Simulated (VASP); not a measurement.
# TePb: single point with PBE

The system is TePb.

```xyz
2
Lattice="0.0000 3.2678 3.1698 3.2678 0.0000 3.1698 3.2678 3.2678 0.0000" Properties=species:S:1:pos:R:3 pbc="T T T"
Pb    0.0000    0.0000    0.0000
Te    3.2678    3.2678    3.1698
```

This cell differs from its parent crystal: uniaxial z strain -3.0%.

| Property | Result |
| --- | --- |
| Program | VASP 6.6.1 |
| Task | single point |
| Functional | PBE |
| Potentials or basis | VASP PAW PBE potentials, release 64 (Pb_d, Te) |
| Cutoff | 520 eV |
| k mesh | 8 × 8 × 8 |
| Occupations | fermi-dirac, width 0.02 eV |
| Spin | no spin polarisation |
| Dipole correction | no |
| Further INCAR settings | ALGO = Normal; EDIFF = 1e-07; NBANDS = 17 |

```yaml
Pressure: 2.1 GPa
Band_gap_on_the_k_mesh: 0.69 eV, direct
```

Stress tensor (GPa, compression positive):
```
0.75 0.00 0.00
0.00 0.75 0.00
0.00 0.00 4.66
```

Levels at points of the mesh, in eV from the valence-band top:
```
           k point  band 6  band 7  band 8  band 9  band 10  band 11  band 12  band 13  band 14  band 15
(0.00, 0.00, 0.00)  -12.02   -5.63   -1.57   -1.26    -1.26     3.81     3.81     4.53     5.72     5.72
(0.50, 0.00, 0.00)  -10.60   -8.60   -0.95   -0.88     0.00     0.69     1.19     1.34     8.35     9.04
(0.50, 0.50, 0.00)  -10.21   -7.46   -4.54   -2.86    -2.86     3.21     5.35     5.35     6.96    10.03
(0.50, 0.00, 0.50)  -10.42   -7.24   -4.48   -2.95    -2.62     3.31     5.10     5.87     6.52     9.93
```

It took 55 s on 1 thread of Intel(R) Xeon(R) Platinum 8259CL CPU @ 2.50GHz (Skylake/Cascade Lake) (shared host), peak memory 0.24 GiB.

Caveat: the cell differs from its parent crystal (uniaxial z strain -3.0%); spin-orbit coupling is left out, which moves the levels of the heavy elements. A k mesh can miss the band edges.
